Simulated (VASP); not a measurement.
# V (P6_3/mmc) in VASP: a series of runs

Runs on V. Level: LDA. Tasks: single point.

Everything below comes from runs of VASP 6.6.1. Logs are shortened: lines on timing, memory, paths and dates and some standing lists are left out, and cuts for length are marked.

## Step 1: The cell of the first run

The structure is hexagonal, space group P6_3/mmc (No. 194). Conventional cell: a = 1.933 Å, b = 1.933 Å, c = 3.426 Å, α = 90.00°, β = 90.00°, γ = 120.00°. V (site symmetry -6m2) has 12 V at 1.93 to 2.04 Å within 2.6 Å.

## Step 2: Single point, LDA (volume scaled by 0.43, source ansatz)

The input, INCAR:

```
SYSTEM = V
PREC = Accurate
ENCUT = 520
EDIFF = 1E-6
ISMEAR = -1
SIGMA = 0.08
LREAL = .FALSE.
LASPH = .TRUE.
NELM = 100
ALGO = Normal
ISIF = 2
LWAVE = .FALSE.
LCHARG = .FALSE.
NBANDS = 20
```

The input, KPOINTS:

```
Automatic mesh
0
G
  18 18 10
  0 0 0
```

The input, POSCAR:

```
V
1.0
    1.9333686597      0.0000000000      0.0000000000
   -0.9666843298      1.6743463742      0.0000000000
    0.0000000000      0.0000000000      3.4264792873
V
2
Direct
    0.3333333333      0.6666666667      0.2500000000
    0.6666666667      0.3333333333      0.7500000000
```

Potentials or basis: VASP PAW LDA potentials, release 64 (V_sv).

Command:

```sh
$ cat potpaw_LDA.64/V_sv/POTCAR > POTCAR
$ mpirun -np 1 vasp_std > vasp.out
```

OUTCAR:

```text
SYSTEM = V
   PREC = Accurate
   ENCUT = 520
   EDIFF = 1E-6
   ISMEAR = -1
   LREAL = .FALSE.
   LASPH = .TRUE.
   NELM = 100
   ISIF = 2

 ion  position               nearest neighbor table
   1  0.333  0.667  0.250-   2 2.04   2 2.04   2 2.04   2 2.04   2 2.04   2 2.04   2 2.81   2 2.81
                             2 2.81   2 2.81   2 2.81   2 2.81
   2  0.667  0.333  0.750-   1 2.04   1 2.04   1 2.04   1 2.04   1 2.04   1 2.04   1 2.81   1 2.81
                             1 2.81   1 2.81   1 2.81   1 2.81

  LATTYP: Found a hexagonal cell.
 ALAT       =     1.9333686597
 C/A-ratio  =     1.7722844891

  Lattice vectors:

 A1 = (   1.9333686597,   0.0000000000,   0.0000000000)
 A2 = (  -0.9666843298,   1.6743463742,   0.0000000000)
 A3 = (   0.0000000000,   0.0000000000,   3.4264792873)

Analysis of symmetry for initial positions (statically):
=====================================================================
 Subroutine PRICEL returns:
 Original cell was already a primitive cell.

 Routine SETGRP: Setting up the symmetry group for a
 hexagonal supercell.

 Subroutine GETGRP returns: Found 24 space group operations
 (whereof 12 operations were pure point group operations)
 out of a pool of 24 trial point group operations.

The static configuration has the point symmetry D_3d.
 The point group associated with its full space group is D_6h.

Analysis of symmetry for dynamics (positions and initial velocities):
=====================================================================
 Subroutine PRICEL returns:
 Original cell was already a primitive cell.

 Routine SETGRP: Setting up the symmetry group for a
 hexagonal supercell.

 Subroutine GETGRP returns: Found 24 space group operations
 (whereof 12 operations were pure point group operations)
 out of a pool of 24 trial point group operations.

The dynamic configuration has the point symmetry D_3d.
 The point group associated with its full space group is D_6h.

 Subroutine INISYM returns: Found 24 space group operations
 (whereof 12 operations are pure point group operations),
 and found     1 'primitive' translations

----------------------------------------------------------------------------------------

                                     Primitive cell

  volume of cell :      11.0920

  direct lattice vectors                    reciprocal lattice vectors
     1.933368660  0.000000000  0.000000000     0.517231928  0.298623993  0.000000000
    -0.966684330  1.674346374  0.000000000     0.000000000  0.597247986  0.000000000
     0.000000000  0.000000000  3.426479287     0.000000000  0.000000000  0.291844753

  length of vectors
     1.933368660  1.933368660  3.426479287     0.597247986  0.597247986  0.291844753

  position of ions in fractional coordinates (direct lattice)
     0.333333333  0.666666667  0.250000000
     0.666666667  0.333333333  0.750000000

  ion indices of the primitive-cell ions
   primitive index   ion index
                 1           1
                 2           2

----------------------------------------------------------------------------------------

 KPOINTS: Automatic mesh

Automatic generation of k-mesh.
 Grid dimensions read from file:
 generate k-points for:   18   18   10

 Generating k-lattice:

  Cartesian coordinates                     Fractional coordinates (reciprocal lattice)
     0.028735107  0.016590222  0.000000000     0.055555556  0.000000000  0.000000000
     0.000000000  0.033180444  0.000000000     0.000000000  0.055555556  0.000000000
     0.000000000  0.000000000  0.029184475     0.000000000  0.000000000  0.100000000

  Length of vectors
     0.033180444  0.033180444  0.029184475

  Shift w.r.t. Gamma in fractional coordinates (k-lattice)
     0.000000000  0.000000000  0.000000000

 Subroutine IBZKPT returns following result:
 ===========================================

 Found    222 irreducible k-points:

 Following reciprocal coordinates:
            Coordinates               Weight
  0.000000  0.000000  0.000000      1.000000
  0.055556 -0.000000  0.000000      6.000000
  0.111111 -0.000000  0.000000      6.000000
  0.166667  0.000000  0.000000      6.000000
  0.222222 -0.000000  0.000000      6.000000
  0.277778  0.000000  0.000000      6.000000
[... 16 lines left out ...]
  0.333333  0.111111  0.000000     12.000000
  0.388889  0.111111  0.000000     12.000000
 [... further k-points ...]
   k-points           NKPTS =    222   k-points in BZ     NKDIM =    222   number of bands    NBANDS=     20
   number of dos      NEDOS =    301   number of ions     NIONS =      2
   total plane-waves  NPLWV =   5488
   dimension x,y,z NGX =    14 NGY =   14 NGZ =   28
   dimension x,y,z NGXF=    28 NGYF=   28 NGZF=   56
   ions per type =               2
   NGX,Y,Z   is equivalent  to a cutoff of  12.04, 12.04, 13.59 a.u.
   NGXF,Y,Z  is equivalent  to a cutoff of  24.08, 24.08, 27.17 a.u.
 SYSTEM =  V
   PREC   = accura    normal or accurate (medium, high low for compatibility)
   ISTART =      0    job   : 0-new  1-cont  2-samecut
   ICHARG =      2    charge: 1-file 2-atom 10-const
   ISPIN  =      1    spin polarized calculation?
   LNONCOLLINEAR =      F non collinear calculations
   LSORBIT =      F    spin-orbit coupling
   LASPH  =      T    aspherical Exc in radial PAW
   ENCUT  =  520.0 eV  38.22 Ry    6.18 a.u.   3.59  3.59  6.37*2*pi/ulx,y,z
   NELM   =    100;   NELMIN=  2; NELMDL= -5     # of ELM steps
   EDIFF  = 0.1E-05   stopping-criterion for ELM
   LREAL  =      F    real-space projection
   EDIFFG = 0.1E-04   stopping-criterion for IOM
   NSW    =      0    number of steps for IOM
   IBRION =     -1    ionic relax: 0-MD 1-quasi-New 2-CG
   NFREE  =      0    steps in history (QN), initial steepest desc. (CG)
   ISIF   =      2    stress and relaxation
   ISYM   =      2    0-nonsym 1-usesym 2-fastsym
   POTIM  = 0.5000    time-step for ionic-motion
   TEBEG  =    0.0;   TEEND  =   0.0 temperature during run
   PSTRESS=    0.0 pullay stress
   NELECT =      26.0000    total number of electrons
   NUPDOWN=      -1.0000    fix difference up-down
   EMIN   =  10.00;   EMAX   =-10.00  energy-range for DOS
   EFERMI =   0.00;   METHOD = LEGACY
   ISMEAR =    -1;   SIGMA  =   0.08  broadening in eV -4-tet -1-fermi 0-gaus
   EFERMI_NEDOS =   21; number of points for ismear=-14 and -15
   IALGO  =     38    algorithm
   IMIX   =      4    mixing-type and parameters
     AMIX     =   0.40;   BMIX     =  1.00
     AMIX_MAG =   1.60;   BMIX_MAG =  1.00
  volume/ion in A,a.u.               =       5.55        37.43
  Fermi-wavevector in a.u.,A,eV,Ry     =   2.174686  4.109561 64.345485  4.729260
  Thomas-Fermi vector in A             =   3.144504
   LORBIT       =      0    0 simple, 1 ext, 2 COOP (PROOUT), +10 PAW based schemes
   GGA     = CA    functional components
   LHFCALC =     F    Hartree Fock is set to
   AEXX    =    0.0000 exact exchange contribution
   IVDW    =     0    specifies the selected vdW correction
   LEPSILON=     F    determine dielectric tensor
   LRPA    =     F    only Hartree local field effects (RPA)
 non-spin polarized calculation
  energy-cutoff  :      520.00
  volume of cell :       11.09
 maximum number of plane-waves:       313
   NGX =  7   NGY =  7   NGZ = 13

 number of electron      26.0000012 magnetization

 Free energy of the ion-electron system (eV)
  ---------------------------------------------------
  ext. energy  EPLUGINS =         0.00000000
  ---------------------------------------------------
  free energy    TOTEN  =        -1.20401898 eV

  energy without entropy =       -1.17958903  energy(sigma->0) =       -1.19180400

 E-fermi :  26.7791     XC(G=0): -18.8970

 val. band max:       26.7740707222   @ k =   0.2222   0.2222   0.1000
 cond. band min:      26.8236637773   @ k =   0.0556  -0.0000   0.1000
 fundamental gap:      0.0495930552
 Fermi energy:        26.7790519185

 k-point     1 :       0.0000    0.0000    0.0000
  band No.  band energies     occupation
      1     -40.5708      2.00000
      2     -37.5771      2.00000
      3     -16.9589      2.00000
      4      -8.1896      2.00000
      5      -7.7010      2.00000
      6      -7.7010      2.00000
[... 12 lines left out ...]
     19      33.6887      0.00000
     20      34.5740      0.00000

 k-point     2 :       0.0556   -0.0000    0.0000
  band No.  band energies     occupation
      1     -40.4826      2.00000
      2     -37.5132      2.00000
      3     -16.8687      2.00000
      4      -8.1980      2.00000
      5      -8.0203      2.00000
      6      -7.7919      2.00000
[... 12 lines left out ...]
     19      33.7907      0.00000
     20      36.6297      0.00000

 k-point     3 :       0.1111   -0.0000    0.0000
  band No.  band energies     occupation
      1     -40.2218      2.00000
      2     -37.3267      2.00000
      3     -16.6016      2.00000
      4      -8.9116      2.00000
      5      -8.2278      2.00000
      6      -8.0406      2.00000
[... 12 lines left out ...]
     19      34.0184      0.00000
     20      39.0734      0.00000

 k-point     4 :       0.1667    0.0000    0.0000
  band No.  band energies     occupation
      1     -39.8007      2.00000
      2     -37.0340      2.00000
      3     -16.1694      2.00000
      4     -10.2114      2.00000
      5      -9.1667      2.00000
      6      -8.3942      2.00000
[... 12 lines left out ...]
     19      34.2468      0.00000
     20      41.4548      0.00000

 k-point     5 :       0.2222   -0.0000    0.0000
  band No.  band energies     occupation
      1     -39.2420      2.00000
      2     -36.6646      2.00000
      3     -15.5918      2.00000
      4     -11.7251      2.00000
      5     -10.5348      2.00000
      6      -8.7958      2.00000
[... 12 lines left out ...]
     19      34.4103      0.00000
     20      43.6971      0.00000
[... 353 lines left out ...]
      6      -9.5806      2.00000
[... 12 lines left out ...]
     19      35.1067      0.00000
     20      46.5907      0.00000

 k-point    22 :       0.2778    0.1111    0.0000
  band No.  band energies     occupation
      1     -37.6863      2.00000
      2     -35.7943      2.00000
      3     -14.5195      2.00000
      4     -13.9285      2.00000
      5     -13.4179      2.00000
      6     -10.1296      2.00000
[... 12 lines left out ...]
     19      37.4700      0.00000
     20      48.1852      0.00000

 k-point    23 :       0.3333    0.1111    0.0000
  band No.  band energies     occupation
      1     -37.0328      2.00000
      2     -35.5446      2.00000
      3     -15.5694      2.00000
      4     -14.3118      2.00000
      5     -13.1798      2.00000
      6     -10.5523      2.00000
[... 12 lines left out ...]
     19      39.6764      0.00000
     20      48.9065      0.00000

 k-point    24 :       0.3889    0.1111    0.0000
  band No.  band energies     occupation
      1     -36.5188      2.00000
      2     -35.4339      2.00000
      3     -16.2533      2.00000
      4     -14.9139      2.00000
      5     -12.5486      2.00000
      6     -10.8157      2.00000
[... 12 lines left out ...]
     19      41.4813      0.00000
     20      48.7844      0.00000

 [... further k-points ...]

------------------------ aborting loop because EDIFF is reached ----------------------------------------

  FORCE on cell =-STRESS in cart. coord.  units (eV):
  Direction    XX          YY          ZZ          XY          YZ          ZX
  --------------------------------------------------------------------------------------
  -------------------------------------------------------------------------------------
  Total       53.7823922     53.7823922     51.4625613      0.0000000     -0.0000000     -0.0000000
  in kB     7768.5972511   7768.5972513   7433.5092890      0.0000002     -0.0000000     -0.0000000
  external PRESSURE =    7656.9012638 kB  Pullay stress =       0.0000000 kB

 VOLUME and BASIS-vectors are now :
 -----------------------------------------------------------------------------
  energy-cutoff  :      520.00
  volume of cell :       11.09
      direct lattice vectors                 reciprocal lattice vectors
     1.933368660  0.000000000  0.000000000     0.517231928  0.298623993  0.000000000
    -0.966684330  1.674346374  0.000000000     0.000000000  0.597247986  0.000000000
     0.000000000  0.000000000  3.426479287     0.000000000  0.000000000  0.291844753

 POSITION                                       TOTAL-FORCE (eV/Angst)
 -----------------------------------------------------------------------------------
     -0.00000      1.11623      0.85662        -0.000000      0.000000      0.000000
      0.96668      0.55812      2.56986         0.000000     -0.000000      0.000000
 -----------------------------------------------------------------------------------
    total drift:                               -0.000000      0.000000     -0.000000

  FREE ENERGIE OF THE ION-ELECTRON SYSTEM (eV)
  ---------------------------------------------------
  free  energy   TOTEN  =        -1.2040189753 eV

  energy  without entropy=       -1.1795890305  energy(sigma->0) =       -1.19180400
```

Wall time 35 s (1 thread of Intel Xeon Platinum 8488C (Sapphire Rapids), shared host); peak memory 0.14 GiB.

The run converged, but its numbers aren't listed here, since they failed a check.

Caveat: the cell differs from its parent crystal (volume scaled by 0.43, source ansatz).

## Step 3: Single point, LDA

This run uses another cell than the first one, of 6.45 Å³/atom, 1.163 times its volume.

The input, INCAR:

```
  PREC = Accurate
  ENCUT = 520
  EDIFF = 1E-6
  ISMEAR = -1
  SIGMA = 0.08
  LREAL = F
  LASPH = T
  NELM = 80
  ALGO = Normal
  ISIF = 2
  LWAVE = F
  LCHARG = T
  GGA = CA
  LELF = T
  LVHAR = T
  NBANDS = 20
```

The input, KPOINTS:

```
regular mesh
0
Gamma
  18 18 10
```

The input, POSCAR:

```
V
1.0
    2.0158596880      0.0000000000      0.0000000000
   -1.0079298440      1.7457857003      0.0000000000
    0.0000000000      0.0000000000      3.6648685988
V
2
Direct
    0.3333333333      0.6666666667      0.2500000000
    0.6666666667      0.3333333333      0.7500000000
```

Potentials or basis: VASP PAW LDA potentials, release 64 (V_sv).

Command:

```sh
$ cat potpaw_LDA.64/V_sv/POTCAR > POTCAR
$ mpirun -np 1 vasp_std > vasp.out
```

OUTCAR:

```text
PREC = Accurate
   ENCUT = 520
   EDIFF = 1E-6
   ISMEAR = -1
   LREAL = F
   LASPH = T
   NELM = 80
   ISIF = 2
   GGA = CA

 ion  position               nearest neighbor table
   1  0.333  0.667  0.250-   2 2.17   2 2.17   2 2.17   2 2.17   2 2.17   2 2.17
   2  0.667  0.333  0.750-   1 2.17   1 2.17   1 2.17   1 2.17   1 2.17   1 2.17

  LATTYP: Found a hexagonal cell.
 ALAT       =     2.0158596880
 C/A-ratio  =     1.8180177026

  Lattice vectors:

 A1 = (   2.0158596880,   0.0000000000,   0.0000000000)
 A2 = (  -1.0079298440,   1.7457857003,   0.0000000000)
 A3 = (   0.0000000000,   0.0000000000,   3.6648685988)

Analysis of symmetry for initial positions (statically):
=====================================================================
 Subroutine PRICEL returns:
 Original cell was already a primitive cell.

 Routine SETGRP: Setting up the symmetry group for a
 hexagonal supercell.

 Subroutine GETGRP returns: Found 24 space group operations
 (whereof 12 operations were pure point group operations)
 out of a pool of 24 trial point group operations.

The static configuration has the point symmetry D_3d.
 The point group associated with its full space group is D_6h.

Analysis of symmetry for dynamics (positions and initial velocities):
=====================================================================
 Subroutine PRICEL returns:
 Original cell was already a primitive cell.

 Routine SETGRP: Setting up the symmetry group for a
 hexagonal supercell.

 Subroutine GETGRP returns: Found 24 space group operations
 (whereof 12 operations were pure point group operations)
 out of a pool of 24 trial point group operations.

The dynamic configuration has the point symmetry D_3d.
 The point group associated with its full space group is D_6h.

 Subroutine INISYM returns: Found 24 space group operations
 (whereof 12 operations are pure point group operations),
[... 110 lines left out ...]
   EFERMI =   0.00;   METHOD = LEGACY
   ISMEAR =    -1;   SIGMA  =   0.08  broadening in eV -4-tet -1-fermi 0-gaus
   EFERMI_NEDOS =   21; number of points for ismear=-14 and -15
   IALGO  =     38    algorithm
   IMIX   =      4    mixing-type and parameters
     AMIX     =   0.40;   BMIX     =  1.00
     AMIX_MAG =   1.60;   BMIX_MAG =  1.00
  volume/ion in A,a.u.               =       6.45        43.52
  Fermi-wavevector in a.u.,A,eV,Ry     =   2.068058  3.908063 58.190271  4.276864
  Thomas-Fermi vector in A             =   3.066446
   LORBIT       =      0    0 simple, 1 ext, 2 COOP (PROOUT), +10 PAW based schemes
   GGA     = CA    functional components
   LHFCALC =     F    Hartree Fock is set to
   AEXX    =    0.0000 exact exchange contribution
   IVDW    =     0    specifies the selected vdW correction
   LEPSILON=     F    determine dielectric tensor
   LRPA    =     F    only Hartree local field effects (RPA)
 non-spin polarized calculation
  energy-cutoff  :      520.00
  volume of cell :       12.90
 maximum number of plane-waves:       360
 NGX is ok and might be reduce to    16
   NGX =  7   NGY =  7   NGZ = 13

 number of electron      26.0000007 magnetization

 Free energy of the ion-electron system (eV)
  ---------------------------------------------------
  ext. energy  EPLUGINS =         0.00000000
  ---------------------------------------------------
  free energy    TOTEN  =        -8.03203286 eV

  energy without entropy =       -8.00044558  energy(sigma->0) =       -8.01623922

 E-fermi :  23.0307     XC(G=0): -17.8054

 val. band max:       23.0304139652   @ k =   0.3889   0.1111   0.4000
 cond. band min:      23.0322669701   @ k =   0.3333   0.0556   0.1000
 fundamental gap:      0.0018530050
 Fermi energy:        23.0306991314

 k-point     1 :       0.0000    0.0000    0.0000
  band No.  band energies     occupation
      1     -42.5382      2.00000
      2     -40.7451      2.00000
      3     -18.4788      2.00000
      4     -12.5147      2.00000
      5     -11.7786      2.00000
      6     -11.7786      2.00000
[... 541 lines left out ...]
     19      35.3392      0.00000
     20      41.4669      0.00000

 [... further k-points ...]

------------------------ aborting loop because EDIFF is reached ----------------------------------------

  FORCE on cell =-STRESS in cart. coord.  units (eV):
  Direction    XX          YY          ZZ          XY          YZ          ZX
  --------------------------------------------------------------------------------------
  -------------------------------------------------------------------------------------
  Total       38.9259588     38.9259588     37.7339641      0.0000000      0.0000000      0.0000000
  in kB     4835.4874600   4835.4874601   4687.4146673      0.0000000      0.0000000      0.0000000
  external PRESSURE =    4786.1298625 kB  Pullay stress =       0.0000000 kB

 VOLUME and BASIS-vectors are now :
 -----------------------------------------------------------------------------
  energy-cutoff  :      520.00
  volume of cell :       12.90
      direct lattice vectors                 reciprocal lattice vectors
     2.015859688  0.000000000  0.000000000     0.496066272  0.286403996  0.000000000
    -1.007929844  1.745785700  0.000000000     0.000000000  0.572807991  0.000000000
     0.000000000  0.000000000  3.664868599     0.000000000  0.000000000  0.272861079

 POSITION                                       TOTAL-FORCE (eV/Angst)
 -----------------------------------------------------------------------------------
     -0.00000      1.16386      0.91622         0.000000     -0.000000      0.000000
      1.00793      0.58193      2.74865        -0.000000      0.000000      0.000000
 -----------------------------------------------------------------------------------
    total drift:                                0.000000     -0.000000      0.000000

  FREE ENERGIE OF THE ION-ELECTRON SYSTEM (eV)
  ---------------------------------------------------
  free  energy   TOTEN  =        -8.0320328595 eV

  energy  without entropy=       -8.0004455809  energy(sigma->0) =       -8.01623922
```

Wall time 39 s (1 thread of Intel Xeon Platinum 8488C (Sapphire Rapids), shared host); peak memory 0.15 GiB.

Results:

| Quantity | Value |
| --- | --- |
| Free energy | -8.0320 eV |
| Pressure | 478.6 GPa |
| Band gap on the k mesh | zero (band 13 reaches 25.93 eV, above the bottom of band 14 at 21.48 eV) |

(Part 1 of 2 ends here.)
